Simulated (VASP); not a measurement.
Here is a VASP 6.6.1 calculation.

File INCAR:

```
ALGO     = Normal         # electronic algorithm
EDIFF    = 1E-6           # SCF threshold, eV
ENCUT    = 520            # plane-wave cutoff, eV
GGA      = PE             # functional
ISIF     = 2              # what is computed and relaxed
ISMEAR   = 0              # smearing method
LASPH    = T              # aspherical terms in the spheres
LCHARG   = F              # write CHGCAR
LREAL    = Auto         
LWAVE    = F              # write WAVECAR
NBANDS   = 48             # bands
NELM     = 60             # most SCF steps
PREC     = Accurate       # precision mode
SIGMA    = 0.02           # smearing width, eV
```

File KPOINTS:

```
k-points
0
Gamma
  2 2 2
```

POSCAR

```
Si
1.0
    0.0000000000      5.4300000000      5.4300000000
    5.4300000000      0.0000000000      5.4300000000
    5.4300000000      5.4300000000      0.0000000000
Si
17
Direct
   -0.0032661142     -0.0025162063      0.0027187845
    0.1225454880      0.1231979742      0.1313581952
   -0.0003664825      0.0002023941      0.4999633517
    0.1222665746      0.1236430018      0.6224895948
   -0.0033799263      0.5033668508      0.0028725599
    0.1261357274      0.6252202578      0.1238349908
   -0.0038697053      0.5038649171      0.4962783610
    0.1222871087      0.6316204420      0.6226127072
    0.5026342541     -0.0026324125      0.0028491713
    0.6241535912      0.1265686924      0.1244443831
    0.5024806630     -0.0024727440      0.4969375691
    0.6310291897      0.1231820442      0.6228201657
    0.4997177716      0.5003216390     -0.0001695212
    0.6240453039      0.6251268877      0.1244106814
    0.5025418048      0.5032786372      0.4969066298
    0.6236004604      0.6252658379      0.6261991713
    0.2494063536      0.2504783610      0.7498220074
```

Potentials or basis: VASP PAW PBE potentials, release 64 (Si).

Command:

```sh
$ cat potpaw_PBE.64/Si/POTCAR > POTCAR
$ mpirun -np 1 vasp_std > vasp.out
```

(1) Predict the largest force.

(2) Predict the pressure.

(3) Estimate the band gap on the k mesh.

Answers

(1) 0.021 eV/Å.

(2) 5.3 GPa.

(3) zero (band 34 reaches 6.93 eV, above the bottom of band 35 at 6.67 eV).

Caveat: the k points lie up to 0.50 Å⁻¹ apart.
